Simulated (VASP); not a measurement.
Crystal: As.

```
As
1.0
     2.91714    0.00000    0.00000
    -1.45857    2.52631    0.00000
     0.00000    0.00000    2.72570
As
1
Cartesian
  0.0000 0.0000 0.0000
```

This isn't the form of As at room conditions, which is rhombohedral.

| Item | Value |
| --- | --- |
| Program | VASP 6.6.1 |
| Task | relaxation of cell and atoms |
| Functional | PBE |
| Potentials or basis | VASP PAW PBE potentials, release 64 (As) |
| Cutoff | 600 eV |
| k mesh | 18 × 18 × 16 |
| Occupations | gaussian, width 0.1 eV |
| Spin | no spin polarisation |

At the start: pressure 0.3 GPa; volume 20.09 Å³/atom.

Q: How do energy, volume and symmetry change on relaxing?

A: Over 6 steps the energy falls by 3.4 meV/atom and the volume is 20.13 Å³/atom (+0.2 %); space group P6/mmm (No. 191, to 0.1 Å) before and after.

Step by step:
```csv
step,energy change (eV),largest force (eV/Å),pressure (GPa),volume (Å³)
1,0.0000,0.0000,0.29,20.09
2,-0.0033,0.0000,-0.20,20.19
3,-0.0034,0.0000,-0.21,20.19
4,-0.0033,0.0000,-0.20,20.18
5,-0.0034,0.0000,0.09,20.11
6,-0.0034,0.0000,0.01,20.13
```

Final structure:
```yaml
crystal:
  lattice:
    - [2.89859, 0.00000, 0.00000]
    - [-1.44930, 2.51025, 0.00000]
    - [0.00000, 0.00000, 2.76678]
  atoms:
    - { symbol: As, position: [0.00000, 0.00000, 0.00000] }
```
